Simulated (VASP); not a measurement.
# Bi: single point with r2SCAN

The system is Bi.

```
Bi
1.0
    -2.02029    2.02029    2.02029
     2.02029   -2.02029    2.02029
     2.02029    2.02029   -2.02029
Bi
1
Direct
  0.00000 0.00000 0.00000
```

* Program: VASP 6.6.1
* Task: single point
* Functional: r2SCAN
* Potentials or basis: VASP PAW PBE potentials, release 64 (Bi_d)
* Cutoff: 520 eV
* k mesh: 9 × 9 × 9
* Occupations: fermi-dirac, width 0.05 eV
* Spin: no spin polarisation

```json
{"Pressure": "-2.9 GPa"}
```

Levels at points of the mesh, in eV from the Fermi level:
```tsv
k point	band 3	band 4	band 5	band 6	band 7	band 8	band 9	band 10	band 11	band 12
(0.00, 0.00, 0.00)	-23.69	-23.57	-23.57	-13.71	4.93	4.93	4.93	9.38	11.27	11.27
```

It took 35 s on 1 thread of Intel(R) Xeon(R) 6975P-C (Granite Rapids) (shared host), peak memory 0.16 GiB.

Caveat: the PAW data sets were made with another functional, which shifts forces and pressure a little; spin-orbit coupling is left out, which moves the levels of the heavy elements.
